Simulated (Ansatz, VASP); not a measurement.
**Tl in VASP and in Ansatz**

Contents of INCAR:

```
SYSTEM = Tl
PREC = Accurate
ENCUT = 520
EDIFF = 1E-7
ISMEAR = -1
SIGMA = 0.1
LREAL = .FALSE.
LASPH = .TRUE.
NELM = 100
ALGO = Normal
ISIF = 2
LWAVE = .FALSE.
LCHARG = .FALSE.
NBANDS = 20
```

KPOINTS

```
regular mesh
0
G
  11 11 6
  0 0 0
```

Contents of POSCAR:

```
Tl
1.0
    3.4014029632      0.0000000000      0.0000000000
   -1.7007014816      2.9457013746      0.0000000000
    0.0000000000      0.0000000000      5.4430041633
Tl
2
Direct
    0.3333333333      0.6666666667      0.2500000000
    0.6666666667      0.3333333333      0.7500000000
```

Input for Ansatz:

```yaml
crystal:
  lattice:
    - [3.4014029632, 0.0, 0.0]
    - [-1.7007014816, 2.9457013746, 0.0]
    - [0.0, 0.0, 5.4430041633]
  atoms:
    - { symbol: Tl, position: [0.3333333333, 0.6666666667, 0.25] }
    - { symbol: Tl, position: [0.6666666667, 0.3333333333, 0.75] }
hamiltonian:
  xc: lda
  pseudopotentials:
    kind: paw
    azcp:
      Tl: "pseudopotentials/Tl.paw.azcp"
basis:
  ecutwfc: 420
  fft_grid_basis: typed
kpoints:
  mp_grid: { grid: [11, 11, 6], shift: [0, 0, 0] }
magnetization:
  spin_polarized: false
scf:
  occupations: { method: fermi_dirac, width: 0.1 }
  lower_state_search: "off"
output:
  stress: true
```

Alike in both runs: task single point; functional LDA; k mesh 11 × 11 × 6; occupations fermi-dirac, width 0.1 eV; no spin polarisation.

```csv
,VASP,Ansatz
version,VASP 6.6.1,Ansatz 0.2.0
potentials or method,"VASP PAW LDA potentials, release 64 (Tl_d), cutoff 520 eV","plane waves (420 eV) with PAW, scalar-relativistic"
valence electrons in the cell,26,26
```

VASP gave:

| Quantity | Value |
| --- | --- |
| pressure (GPa) | 0.1 |

**Question.** What did Ansatz give for the same quantities?

**Answer.** Pressure (GPa): 0.0.

Ansatz warns that its potentials were made for another functional, while VASP's fit it. LDA's correlation is that of Perdew and Zunger in VASP and of Perdew and Wang (1992) in Ansatz.

Spin-orbit coupling is off throughout.
